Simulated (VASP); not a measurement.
A run of VASP 6.6.1 is set up as follows.

The input INCAR:

```
SYSTEM = CuO
ALGO     = Normal         ! electronic algorithm
EDIFF    = 1E-6           ! SCF threshold, eV
ENCUT    = 520            ! plane-wave cutoff, eV
GGA      = PE             ! functional
ISIF     = 2              ! what is computed and relaxed
ISMEAR   = 0              ! smearing method
ISPIN    = 2              ! spin polarisation
LASPH    = .True.         ! aspherical terms in the spheres
LCHARG   = .False.        ! write CHGCAR
LDAU     = .True.         ! DFT+U
LDAUJ    = 0 0          
LDAUL    = 2 -1           ! shell
LDAUPRINT= 1            
LDAUTYPE = 2            
LDAUU    = 4 0            ! U, eV
LMAXMIX  = 4              ! l up to which the mixer works
LORBIT   = 11             ! projections on sites
LREAL    = .False.        ! projectors in reciprocal space
LWAVE    = .False.        ! write WAVECAR
MAGMOM   = 1 1 0 0        ! initial moments
NBANDS   = 29             ! bands
NELM     = 150            ! most SCF steps
PREC     = Accurate       ! precision mode
SIGMA    = 0.05           ! smearing width, eV
```

Contents of KPOINTS:

```
k-points
0
Gamma
  8 8 4
  0 0 0
```

The input POSCAR:

```
CuO
1.0
    2.3418500000     -1.7113000000      0.0000000000
    2.3418500000      1.7113000000      0.0000000000
   -0.8500274268      0.0000000000      5.0578693947
Cu O
2 2
Direct
    0.0000000000      0.5000000000      0.0000000000
    0.5000000000      0.0000000000      0.5000000000
    0.5816000000      0.4184000000      0.2500000000
    0.4184000000      0.5816000000      0.7500000000
```

Potentials or basis: VASP PAW PBE potentials, release 64 (Cu, O).

Launch:

```sh
$ cat potpaw_PBE.64/Cu/POTCAR potpaw_PBE.64/O/POTCAR > POTCAR
$ mpirun -np 1 vasp_std > vasp.out
```

(1) Predict the largest force.

(2) What does it give for the net moment?

(3) Predict the pressure.

(4) What does it give for the site moments?

Answers

(1) 0.054 eV/Å.

(2) 2.00 μB per cell.

(3) 4.9 GPa.

(4) Cu +0.66; O +0.30 μB.
